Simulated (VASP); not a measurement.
Runs of VASP 6.6.1 on Si. The structure is that of space group Fm-3m (No. 225), or close to it. The cells are those of the table. 

| task | cell | k mesh | cutoff (eV) | gap on the mesh (eV) | pressure (GPa) |
| --- | --- | --- | --- | --- | --- |
| single point | a = 2.633 Å, angles 60.0°, 1 atom | 16 × 16 × 16 | 520 | none | 9.8 |
| single point | a = 2.743 Å, angles 60.0°, 1 atom | 16 × 16 × 16 | 520 | none | -3.0 |
| single point | a = 2.811 Å, angles 60.0°, 1 atom | 16 × 16 × 16 | 520 | none | -8.0 |
| single point | a = 2.707 Å, angles 60.0°, 1 atom | 14 × 14 × 14 | 520 | none | 0.1 |
| single point | a = 2.777 Å, angles 60.0°, 1 atom | 16 × 16 × 16 | 520 | none | -5.8 |
| single point | a = 2.707 Å, angles 60.0°, 1 atom | 16 × 16 × 16 | 520 | none | (a) |
| single point | a = 2.707 Å, angles 60.0°, 1 atom | 23 × 23 × 23 | 520 | none | 0.4 |
| relaxation of cell and atoms | relaxed from a = 2.769 Å, angles 60.0°, 1 atom | 14 × 14 × 14 | 600 | none | 0.0 |
| single point | a = 2.594 Å, angles 60.0°, 1 atom | 16 × 16 × 16 | 520 | none | (b) |
| single point | a = 2.670 Å, angles 60.0°, 1 atom | 16 × 16 × 16 | 520 | none | (c) |

Alike in all rows: level PBEsol; potentials or basis VASP PAW PBE potentials, release 64 (Si); no spin polarisation; smearing fermi-dirac 0.1 eV.

Task: Estimate the missing entries.

Result: (a) 0.5; (b) 15.9; (c) 4.7.

Caveats: the PAW data sets were made with another functional, which shifts forces and pressure a little.

A gap of «none» marks levels without a gap at the run's occupations.
